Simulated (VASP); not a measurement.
Runs of VASP 6.6.1 on Zn. The structure is that of space group R-3m (No. 166), or close to it. The cells are those of the table. 

```csv
task,cell,k mesh,cutoff (eV),gap on the mesh (eV),pressure (GPa),relaxed volume (Å³/atom)
single point,"a = 2.656 Å, angles 107.1°, 1 atom",18 × 18 × 18,520,none,0.3,-
relaxation of cell and atoms,"relaxed from a = 2.642 Å, angles 106.0°, 1 atom",18 × 18 × 18,600,none,0.0,15.55
single point,"a = 2.642 Å, angles 106.0°, 1 atom",9 × 9 × 9,520,none,0.2,-
relaxation of cell and atoms,"relaxed from a = 2.629 Å, angles 102.6°, 1 atom",9 × 9 × 9,600,none,-0.1,(a)
```

Alike in all rows: level PBE; potentials or basis VASP PAW PBE potentials, release 64 (Zn); no spin polarisation; smearing gaussian 0.1 eV.

Q: Fill in the values left out.

A: (a) 15.80.

A gap of «none» marks levels without a gap at the run's occupations.
